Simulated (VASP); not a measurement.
A run of VASP 6.6.1 is set up as follows.

Contents of INCAR:

```
PREC = Accurate
ENCUT = 520
EDIFF = 1E-7
ISMEAR = 0
SIGMA = 0.15
LREAL = F
LASPH = T
NELM = 60
ALGO = Normal
ISIF = 2
LWAVE = F
LCHARG = F
GGA = PE
NBANDS = 10
```

The input KPOINTS:

```
Automatic mesh
0
Gamma
  22 22 22
```

Contents of POSCAR:

```
Ir
1.0
    0.0000000000      1.7661240000      1.8429120000
    1.7661240000      0.0000000000      1.8429120000
    1.7661240000      1.7661240000      0.0000000000
Ir
1
Direct
    0.0000000000      0.0000000000      0.0000000000
```

Potentials or basis: VASP PAW PBE potentials, release 64 (Ir).

Launch:

```console
$ cat potpaw_PBE.64/Ir/POTCAR > POTCAR
$ mpirun -np 1 vasp_std > vasp.out
```

Question: What does it give for the band gap on the k mesh?

Answer: Zero (an odd number of electrons rules out a gap without spin polarisation).

Question: Predict the pressure.

Answer: 147.7 GPa.

Stress tensor (GPa, compression positive):
```
157.32   0.00   0.00
  0.00 157.32   0.00
  0.00   0.00 128.55
```

Caveat: the cell differs from its parent crystal (strain -0.080 along x and y, -0.040 along z); the cell stands under pressure; spin-orbit coupling is left out, which moves the levels of the heavy elements.
